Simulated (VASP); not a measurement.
# TePb (Fm-3m) in VASP: further runs, part 2 of 2

VASP 6.6.1. The steps go on from the part before.

## Step 4: Single point, BHLYP

This run uses another cell than the first one, of 32.38 Å³/atom.

POSCAR

```
TePb
1.0
    0.0000000000      3.1873324849      3.1873324849
    3.1873324849      0.0000000000      3.1873324849
    3.1873324849      3.1873324849      0.0000000000
Pb Te
1 1
Direct
    0.0000000000      0.0000000000      0.0000000000
    0.5000000000      0.5000000000      0.5000000000
```

INCAR.step1

```
SYSTEM = TePb
PREC = Accurate
ENCUT = 520
EDIFF = 1E-5
ISMEAR = -1
SIGMA = 0.05
LREAL = .FALSE.
LASPH = .TRUE.
NELM = 100
ALGO = Normal
ISIF = 2
LWAVE = .TRUE.
NBANDS = 17
GGA = PE
```

INCAR.step2

```
SYSTEM = TePb
PREC = Accurate
ENCUT = 520
EDIFF = 1E-7
ISMEAR = -1
SIGMA = 0.05
LREAL = .FALSE.
LASPH = .TRUE.
NELM = 100
ALGO = Normal
ISIF = 2
LWAVE = .FALSE.
LCHARG = .TRUE.
GGA = B5
LHFCALC = .TRUE.
AEXX = 0.5
ALDAX = 0.5
AGGAX = 0.5
AGGAC = 1.0
ALDAC = 0.0
PRECFOCK = Normal
LELF = .TRUE.
LVHAR = .TRUE.
NBANDS = 17
ISTART = 1
```

KPOINTS

```
Automatic mesh
0
G
  4 4 4
  0 0 0
```

Potentials or basis: VASP PAW PBE potentials, release 64 (Pb_d, Te).

Launch:

```bash
> cat potpaw_PBE.64/Pb_d/POTCAR potpaw_PBE.64/Te/POTCAR > POTCAR
> cp INCAR.step1 INCAR
> mpirun -np 1 vasp_std > vasp.out
> cp INCAR.step2 INCAR
> mpirun -np 1 vasp_std > vasp.out
```

OUTCAR:

```text
SYSTEM = TePb
   PREC = Accurate
   ENCUT = 520
   EDIFF = 1E-7
   ISMEAR = -1
   LREAL = .FALSE.
   LASPH = .TRUE.
   NELM = 100
   ISIF = 2
   GGA = B5
   LHFCALC = .TRUE.
   AEXX = 0.5
   PRECFOCK = Normal
   ISTART = 1

 ion  position               nearest neighbor table
   1  0.000  0.000  0.000-   2 3.19   2 3.19   2 3.19   2 3.19   2 3.19   2 3.19
   2  0.500  0.500  0.500-   1 3.19   1 3.19   1 3.19   1 3.19   1 3.19   1 3.19

  LATTYP: Found a face centered cubic cell.
 ALAT       =     6.3746649698

  Lattice vectors:

 A1 = (   0.0000000000,   3.1873324849,   3.1873324849)
 A2 = (   3.1873324849,   0.0000000000,   3.1873324849)
 A3 = (   3.1873324849,   3.1873324849,   0.0000000000)

Analysis of symmetry for initial positions (statically):
=====================================================================
 Subroutine PRICEL returns:
 Original cell was already a primitive cell.

 Routine SETGRP: Setting up the symmetry group for a
 face centered cubic supercell.

 Subroutine GETGRP returns: Found 48 space group operations
 (whereof 48 operations were pure point group operations)
[... 152 lines left out ...]

  energy without entropy =      -11.54122129  energy(sigma->0) =      -11.54122129

 E-fermi :   6.5321     XC(G=0):  -4.9376

 val. band max:        5.4137678174   @ k =   0.5000   0.0000   0.0000
 cond. band min:       8.2078576294   @ k =   0.5000   0.0000   0.0000
 fundamental gap:      2.7940898120
 Fermi energy:         6.5320514166

 k-point     1 :       0.0000    0.0000    0.0000
  band No.  band energies     occupation
      1     -15.2317      2.00000
      2     -15.2317      2.00000
      3     -15.1927      2.00000
      4     -15.1927      2.00000
      5     -15.1927      2.00000
      6      -9.7007      2.00000
[... 137 lines left out ...]
      4     -15.1847      2.00000
      5     -15.1630      2.00000
      6      -7.2597      2.00000
[... 9 lines left out ...]
     16      19.8129      0.00000
     17      20.0774      0.00000

------------------------ aborting loop because EDIFF is reached ----------------------------------------

  FORCE on cell =-STRESS in cart. coord.  units (eV):
  Direction    XX          YY          ZZ          XY          YZ          ZX
  --------------------------------------------------------------------------------------
  -------------------------------------------------------------------------------------
  Total        2.1877831      2.1877831      2.1877831     -0.0000000     -0.0000000      0.0000000
  in kB       54.1256017     54.1256017     54.1256017     -0.0000000     -0.0000000      0.0000000
  external PRESSURE =      54.1256017 kB  Pullay stress =       0.0000000 kB

 VOLUME and BASIS-vectors are now :
 -----------------------------------------------------------------------------
  energy-cutoff  :      520.00
  volume of cell :       64.76
      direct lattice vectors                 reciprocal lattice vectors
     0.000000000  3.187332485  3.187332485    -0.156870989  0.156870989  0.156870989
     3.187332485  0.000000000  3.187332485     0.156870989 -0.156870989  0.156870989
     3.187332485  3.187332485  0.000000000     0.156870989  0.156870989 -0.156870989

 POSITION                                       TOTAL-FORCE (eV/Angst)
 -----------------------------------------------------------------------------------
      0.00000      0.00000      0.00000        -0.000000     -0.000000      0.000000
      3.18733      3.18733      3.18733         0.000000      0.000000     -0.000000
 -----------------------------------------------------------------------------------
    total drift:                               -0.000001      0.000002      0.000001

  FREE ENERGIE OF THE ION-ELECTRON SYSTEM (eV)
  ---------------------------------------------------
  free  energy   TOTEN  =       -11.5412212907 eV

  energy  without entropy=      -11.5412212906  energy(sigma->0) =      -11.54122129
```

OUTCAR.step1:

```text
SYSTEM = TePb
   PREC = Accurate
   ENCUT = 520
   EDIFF = 1E-5
   ISMEAR = -1
   LREAL = .FALSE.
[... 363 lines left out ...]
      0.00000      0.00000      0.00000         0.000000     -0.000000      0.000000
      3.18733      3.18733      3.18733        -0.000000      0.000000     -0.000000
 -----------------------------------------------------------------------------------
    total drift:                               -0.000000      0.000000      0.000000

  FREE ENERGIE OF THE ION-ELECTRON SYSTEM (eV)
  ---------------------------------------------------
  free  energy   TOTEN  =        -7.4403478854 eV

  energy  without entropy=       -7.4401966497  energy(sigma->0) =       -7.44027227
```

Run time: 21 min. Hardware: 1 thread of Intel Xeon Platinum 8259CL at 2.50GHz (Skylake/Cascade Lake), shared host; peak memory 0.22 GiB.

Results:

* Free energy: -11.5412 eV
* Pressure: 5.4 GPa
* Band gap on the k mesh: 2.79 eV

Caveat: the k points lie up to 0.43 Å⁻¹ apart; the PAW data sets were made with another functional, which shifts forces and pressure a little; spin-orbit coupling is left out, which moves the levels of the heavy elements. A k mesh can miss the band edges.

## Step 5: Summary

```csv
task,level,cell,cutoff (eV),share of exact exchange,screening parameter,gap on the mesh (eV),pressure (GPa)
relaxation of cell and atoms,PBE-based screened hybrid with 25 % exact exchange,"relaxed from a = 4.569 Å, angles 60.0°, 2 atoms",600,0.25,0.3 1/Å,1.03,0.0
single point,BHLYP,"a = 4.476 Å, angles 60.0°, 2 atoms",520,0.5,-,2.72,6.8
single point,BHLYP,"a = 4.508 Å, angles 60.0°, 2 atoms",520,0.5,-,2.79,5.4
```

Alike in all rows: potentials or basis VASP PAW PBE potentials, release 64 (Pb_d, Te); no spin polarisation; k mesh 4 × 4 × 4; smearing fermi-dirac 0.05 eV.

Caveats: all runs use coarse meshes; the PAW data sets were made with another functional, which shifts forces and pressure a little; spin-orbit coupling is left out, which moves the levels of the heavy elements.

Total energies depend on the potentials used, so only differences within one code and one set of settings carry meaning.
